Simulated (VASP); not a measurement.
# Al (Fm-3m) in VASP: further runs, part 2 of 2

VASP 6.6.1.

**3. Single point, PBE**

The input, INCAR:

```
PREC     = Accurate       # precision mode
ENCUT    = 520            # plane-wave cutoff, eV
EDIFF    = 1E-7           # SCF threshold, eV
ISMEAR   = 0              # smearing method
SIGMA    = 0.1            # smearing width, eV
LREAL    = F              # projectors in reciprocal space
LASPH    = T              # aspherical terms in the spheres
NELM     = 80             # most SCF steps
ALGO     = Normal         # electronic algorithm
ISIF     = 2              # what is computed and relaxed
LWAVE    = F              # write WAVECAR
LCHARG   = F              # write CHGCAR
GGA      = PE             # functional
NBANDS   = 8              # bands
```

The input, KPOINTS:

```
Automatic mesh
0
Gamma
  18 18 18
```

The input, POSCAR:

```
Al
1.0
    0.0000000000      1.9581911342      1.9581911342
    1.9581911342      0.0000000000      1.9581911342
    1.9581911342      1.9581911342      0.0000000000
Al
1
Direct
    0.0000000000      0.0000000000      0.0000000000
```

Potentials or basis: VASP PAW PBE potentials, release 64 (Al).

On the command line:

```sh
$ cat potpaw_PBE.64/Al/POTCAR > POTCAR
$ mpirun -np 1 vasp_std > vasp.out
```

OUTCAR:

```text
PREC = Accurate
   ENCUT = 520
   EDIFF = 1E-7
   ISMEAR = 0
   LREAL = F
   LASPH = T
   NELM = 80
   ISIF = 2
   GGA = PE

 ion  position               nearest neighbor table
   1  0.000  0.000  0.000-

  LATTYP: Found a face centered cubic cell.
 ALAT       =     3.9163822684

  Lattice vectors:

 A1 = (   0.0000000000,   1.9581911342,   1.9581911342)
 A2 = (   1.9581911342,   0.0000000000,   1.9581911342)
 A3 = (   1.9581911342,   1.9581911342,   0.0000000000)

Analysis of symmetry for initial positions (statically):
=====================================================================
 Subroutine PRICEL returns:
 Original cell was already a primitive cell.

 Routine SETGRP: Setting up the symmetry group for a
 face centered cubic supercell.

 Subroutine GETGRP returns: Found 48 space group operations
 (whereof 48 operations were pure point group operations)
 out of a pool of 48 trial point group operations.

The static configuration has the point symmetry O_h .

Analysis of symmetry for dynamics (positions and initial velocities):
=====================================================================
 Subroutine PRICEL returns:
 Original cell was already a primitive cell.

 Routine SETGRP: Setting up the symmetry group for a
 face centered cubic supercell.

 Subroutine GETGRP returns: Found 48 space group operations
 (whereof 48 operations were pure point group operations)
 out of a pool of 48 trial point group operations.

The dynamic configuration has the point symmetry O_h .

 Subroutine INISYM returns: Found 48 space group operations
 (whereof 48 operations are pure point group operations),
 and found     1 'primitive' translations

----------------------------------------------------------------------------------------

[... 110 lines left out ...]
     AMIX_MAG =   1.60;   BMIX_MAG =  1.00
  volume/ion in A,a.u.               =      15.02       101.34
  Fermi-wavevector in a.u.,A,eV,Ry     =   0.957011  1.808488 12.461163  0.915870
  Thomas-Fermi vector in A             =   2.085990
   LORBIT       =      0    0 simple, 1 ext, 2 COOP (PROOUT), +10 PAW based schemes
   GGA     = PE    functional components
   LHFCALC =     F    Hartree Fock is set to
   AEXX    =    0.0000 exact exchange contribution
   IVDW    =     0    specifies the selected vdW correction
   LEPSILON=     F    determine dielectric tensor
   LRPA    =     F    only Hartree local field effects (RPA)
 non-spin polarized calculation
 Gauss-broadening in eV      SIGMA  =   0.10
  energy-cutoff  :      520.00
  volume of cell :       15.02
 maximum number of plane-waves:       419
 NGX is ok and might be reduce to    24
   NGX = 11   NGY = 11   NGZ = 11

 number of electron       3.0000000 magnetization

 Free energy of the ion-electron system (eV)
  ---------------------------------------------------
  ext. energy  EPLUGINS =         0.00000000
  ---------------------------------------------------
  free energy    TOTEN  =        -3.70704544 eV

  energy without entropy =       -3.70440355  energy(sigma->0) =       -3.70572450

 E-fermi :   9.0162     XC(G=0): -10.5420

 val. band max:        9.0015801406   @ k =  -0.2222   0.3889   0.1667
 cond. band min:       9.0374157087   @ k =  -0.3333   0.3889   0.0556
 fundamental gap:      0.0358355681
 Fermi energy:         9.0162082651

 k-point     1 :       0.0000    0.0000    0.0000
  band No.  band energies     occupation
      1      -2.7829      2.00000
      2      22.1732      0.00000
      3      22.1732      0.00000
      4      22.1732      0.00000
      5      24.4081      0.00000
      6      24.4081      0.00000
      7      24.4081      0.00000
      8      26.1842      0.00000
[... 243 lines left out ...]
 k-point    24 :      -0.2222    0.0556    0.0000
  band No.  band energies     occupation
      1      -1.0379      2.00000
      2      13.0717      0.00000
      3      18.9024      0.00000
      4      21.8951      0.00000
      5      23.7876      0.00000
      6      24.8882      0.00000
      7      25.4039      0.00000
      8      27.7028      0.00000

 [... further k-points ...]

------------------------ aborting loop because EDIFF is reached ----------------------------------------

  FORCE on cell =-STRESS in cart. coord.  units (eV):
  Direction    XX          YY          ZZ          XY          YZ          ZX
  --------------------------------------------------------------------------------------
  -------------------------------------------------------------------------------------
  Total        0.8329351      0.8329351      0.8329351      0.0000000     -0.0000000      0.0000000
  in kB       88.8641336     88.8641336     88.8641336      0.0000000     -0.0000000      0.0000000
  external PRESSURE =      88.8641336 kB  Pullay stress =       0.0000000 kB

 VOLUME and BASIS-vectors are now :
 -----------------------------------------------------------------------------
  energy-cutoff  :      520.00
  volume of cell :       15.02
      direct lattice vectors                 reciprocal lattice vectors
     0.000000000  1.958191134  1.958191134    -0.255337690  0.255337690  0.255337690
     1.958191134  0.000000000  1.958191134     0.255337690 -0.255337690  0.255337690
     1.958191134  1.958191134  0.000000000     0.255337690  0.255337690 -0.255337690

 POSITION                                       TOTAL-FORCE (eV/Angst)
 -----------------------------------------------------------------------------------
      0.00000      0.00000      0.00000         0.000000      0.000000      0.000000
 -----------------------------------------------------------------------------------
    total drift:                                0.000000     -0.000000     -0.000000

  FREE ENERGIE OF THE ION-ELECTRON SYSTEM (eV)
  ---------------------------------------------------
  free  energy   TOTEN  =        -3.7070454410 eV

  energy  without entropy=       -3.7044035529  energy(sigma->0) =       -3.70572450
```

OSZICAR:

```text
N       E                     dE             d eps       ncg     rms          rms(c)
DAV:   1    -0.217584317709E+01   -0.21758E+01   -0.90667E+02  3128   0.208E+02
DAV:   2    -0.372471471394E+01   -0.15489E+01   -0.15007E+01  4360   0.200E+01
DAV:   3    -0.373160343968E+01   -0.68887E-02   -0.68878E-02  4112   0.152E+00
DAV:   4    -0.373161917825E+01   -0.15739E-04   -0.15738E-04  4736   0.637E-02
DAV:   5    -0.373161920506E+01   -0.26812E-07   -0.27428E-07  4224   0.158E-03    0.148E+00
DAV:   6    -0.371740056692E+01    0.14219E-01   -0.12113E-03  4176   0.167E-01    0.861E-01
DAV:   7    -0.370705075688E+01    0.10350E-01   -0.37457E-03  4184   0.275E-01    0.167E-01
DAV:   8    -0.370704747315E+01    0.32837E-05   -0.11637E-05  4416   0.242E-02    0.263E-02
DAV:   9    -0.370704564182E+01    0.18313E-05   -0.70372E-07  4496   0.405E-03    0.563E-04
DAV:  10    -0.370704549690E+01    0.14492E-06   -0.27563E-09  4024   0.403E-04    0.552E-04
DAV:  11    -0.370704544096E+01    0.55938E-07   -0.12815E-10  2520   0.714E-05
   1 F= -.37070454E+01 E0= -.37057245E+01  d E =-.264189E-02
```

It took 10 s on 1 thread of AMD EPYC 9R45 (Zen 5), shared host; peak memory 0.11 GiB.

What came out:

```yaml
Free_energy: -3.7070 eV
Pressure: 8.9 GPa
```

**4. Single point, PBE (volume scaled by 0.94)**

The input, INCAR:

```
ALGO = Normal
EDIFF = 1E-7
ENCUT = 520
GGA = PE
ISIF = 2
ISMEAR = 0
LASPH = True
LCHARG = False
LREAL = False
LWAVE = False
NBANDS = 8
NELM = 100
PREC = Accurate
SIGMA = 0.1
```

The input, KPOINTS:

```
k-points
0
Gamma
  18 18 18
```

The input, POSCAR:

```
Al
1.0
    0.0000000000      1.9794774882      1.9794774882
    1.9794774882      0.0000000000      1.9794774882
    1.9794774882      1.9794774882      0.0000000000
Al
1
Direct
    0.0000000000      0.0000000000      0.0000000000
```

On the command line:

```sh
$ cat potpaw_PBE.64/Al/POTCAR > POTCAR
$ mpirun -np 1 vasp_std > vasp.out
```

Run time: 11 s. Hardware: 1 thread of AMD EPYC 9R45 (Zen 5), shared host; peak memory 0.11 GiB.

It converged, with:

* Free energy: -3.7290 eV
* Pressure: 5.4 GPa

Levels at points of the mesh, in eV from the Fermi level:
```tsv
k point	band 1	band 2	band 3	band 4	band 5	band 6
(0.00, 0.00, 0.00)	-11.56	12.97	12.97	12.97	14.94	14.94
(0.50, 0.00, 0.00)	-4.84	-4.46	11.75	11.75	12.09	12.09
(0.50, 0.50, 0.00)	-3.07	-1.61	5.28	5.90	5.90	9.68
```

**5. Single point, PBE (volume scaled by 0.97)**

The input, INCAR:

```
PREC = Accurate
ENCUT = 520
EDIFF = 1E-7
ISMEAR = 0
SIGMA = 0.1
LREAL = False
LASPH = True
NELM = 100
ALGO = Fast
ISIF = 2
LWAVE = False
LCHARG = False
GGA = PE
NBANDS = 8
```

The input, KPOINTS:

```
regular mesh
0
Gamma
  18 18 18
```

The input, POSCAR:

```
Al
1.0
    0.0000000000      2.0003156246      2.0003156246
    2.0003156246      0.0000000000      2.0003156246
    2.0003156246      2.0003156246      0.0000000000
Al
1
Direct
    0.0000000000      0.0000000000      0.0000000000
```

Potentials or basis: VASP PAW PBE potentials, release 64 (Al).

On the command line:

```sh
$ cat potpaw_PBE.64/Al/POTCAR > POTCAR
$ mpirun -np 1 vasp_std > vasp.out
```

OUTCAR:

```text
PREC = Accurate
   ENCUT = 520
   EDIFF = 1E-7
   ISMEAR = 0
   LREAL = False
   LASPH = True
   NELM = 100
   ISIF = 2
   GGA = PE

 ion  position               nearest neighbor table
   1  0.000  0.000  0.000-

  LATTYP: Found a face centered cubic cell.
 ALAT       =     4.0006312492

  Lattice vectors:

 A1 = (   0.0000000000,   2.0003156246,   2.0003156246)
 A2 = (   2.0003156246,   0.0000000000,   2.0003156246)
 A3 = (   2.0003156246,   2.0003156246,   0.0000000000)

Analysis of symmetry for initial positions (statically):
=====================================================================
 Subroutine PRICEL returns:
 Original cell was already a primitive cell.

 Routine SETGRP: Setting up the symmetry group for a
 face centered cubic supercell.

 Subroutine GETGRP returns: Found 48 space group operations
 (whereof 48 operations were pure point group operations)
 out of a pool of 48 trial point group operations.

The static configuration has the point symmetry O_h .

Analysis of symmetry for dynamics (positions and initial velocities):
=====================================================================
 Subroutine PRICEL returns:
 Original cell was already a primitive cell.

 Routine SETGRP: Setting up the symmetry group for a
 face centered cubic supercell.

 Subroutine GETGRP returns: Found 48 space group operations
 (whereof 48 operations were pure point group operations)
 out of a pool of 48 trial point group operations.

The dynamic configuration has the point symmetry O_h .

 Subroutine INISYM returns: Found 48 space group operations
 (whereof 48 operations are pure point group operations),
 and found     1 'primitive' translations

----------------------------------------------------------------------------------------

                                     Primitive cell

  volume of cell :      16.0076
[... 109 lines left out ...]
  Fermi-wavevector in a.u.,A,eV,Ry     =   0.936857  1.770403 11.941852  0.877701
  Thomas-Fermi vector in A             =   2.063909
   LORBIT       =      0    0 simple, 1 ext, 2 COOP (PROOUT), +10 PAW based schemes
   GGA     = PE    functional components
   LHFCALC =     F    Hartree Fock is set to
   AEXX    =    0.0000 exact exchange contribution
   IVDW    =     0    specifies the selected vdW correction
   LEPSILON=     F    determine dielectric tensor
   LRPA    =     F    only Hartree local field effects (RPA)
 non-spin polarized calculation
 RMM-DIIS sequential band-by-band and
 Gauss-broadening in eV      SIGMA  =   0.10
  energy-cutoff  :      520.00
  volume of cell :       16.01
 maximum number of plane-waves:       444
 NGX is ok and might be reduce to    24
   NGX = 11   NGY = 11   NGZ = 11

 number of electron       3.0000000 magnetization

 Free energy of the ion-electron system (eV)
  ---------------------------------------------------
  ext. energy  EPLUGINS =         0.00000000
  ---------------------------------------------------
  free energy    TOTEN  =        -3.74091861 eV

  energy without entropy =       -3.73792917  energy(sigma->0) =       -3.73942389

 E-fermi :   8.3141     XC(G=0): -10.3066

 val. band max:        8.2936267362   @ k =   0.5000   0.4444   0.0556
 cond. band min:       8.3182305506   @ k =  -0.4444   0.3333   0.1111
 fundamental gap:      0.0246038144
 Fermi energy:         8.3141398360

 k-point     1 :       0.0000    0.0000    0.0000
  band No.  band energies     occupation
      1      -3.0255      2.00000
      2      21.1087      0.00000
      3      21.1087      0.00000
      4      21.1087      0.00000
      5      22.8330      0.00000
      6      22.8330      0.00000
      7      22.8330      0.00000
      8      25.0072      0.00000
[... 243 lines left out ...]
 k-point    24 :      -0.2222    0.0556    0.0000
  band No.  band energies     occupation
      1      -1.3516      2.00000
      2      12.2287      0.00000
      3      17.7957      0.00000
      4      20.6983      0.00000
      5      22.4761      0.00000
      6      23.5510      0.00000
      7      24.0142      0.00000
      8      26.2431      0.00000

 [... further k-points ...]

------------------------ aborting loop because EDIFF is reached ----------------------------------------

  FORCE on cell =-STRESS in cart. coord.  units (eV):
  Direction    XX          YY          ZZ          XY          YZ          ZX
  --------------------------------------------------------------------------------------
  -------------------------------------------------------------------------------------
  Total        0.2434690      0.2434690      0.2434690     -0.0000000      0.0000000     -0.0000000
  in kB       24.3684907     24.3684907     24.3684907     -0.0000000      0.0000000     -0.0000000
  external PRESSURE =      24.3684907 kB  Pullay stress =       0.0000000 kB

 VOLUME and BASIS-vectors are now :
 -----------------------------------------------------------------------------
  energy-cutoff  :      520.00
  volume of cell :       16.01
      direct lattice vectors                 reciprocal lattice vectors
     0.000000000  2.000315625  2.000315625    -0.249960553  0.249960553  0.249960553
     2.000315625  0.000000000  2.000315625     0.249960553 -0.249960553  0.249960553
     2.000315625  2.000315625  0.000000000     0.249960553  0.249960553 -0.249960553

 POSITION                                       TOTAL-FORCE (eV/Angst)
 -----------------------------------------------------------------------------------
      0.00000      0.00000      0.00000         0.000000      0.000000      0.000000
 -----------------------------------------------------------------------------------
    total drift:                                0.000000     -0.000000     -0.000000

  FREE ENERGIE OF THE ION-ELECTRON SYSTEM (eV)
  ---------------------------------------------------
  free  energy   TOTEN  =        -3.7409186136 eV

  energy  without entropy=       -3.7379291745  energy(sigma->0) =       -3.73942389
```

It took 14 s on 1 thread of AMD EPYC 9R45 (Zen 5), shared host; peak memory 0.11 GiB.

What came out:

```yaml
Free_energy: -3.7409 eV
Pressure: 2.4 GPa
```

**6. Summary**

```tsv
cell	gap on the mesh (eV)	pressure (GPa)
a = 2.769 Å, angles 60.0°, 1 atom	none	8.9
a = 2.799 Å, angles 60.0°, 1 atom	none	5.4
a = 2.829 Å, angles 60.0°, 1 atom	none	2.4
```

Alike in all rows: task single point; level PBE; potentials or basis VASP PAW PBE potentials, release 64 (Al); no spin polarisation; k mesh 18 × 18 × 18; cutoff (eV) 520; smearing gaussian 0.1 eV.

Total energies depend on the potentials used, so only differences within one code and one set of settings carry meaning.
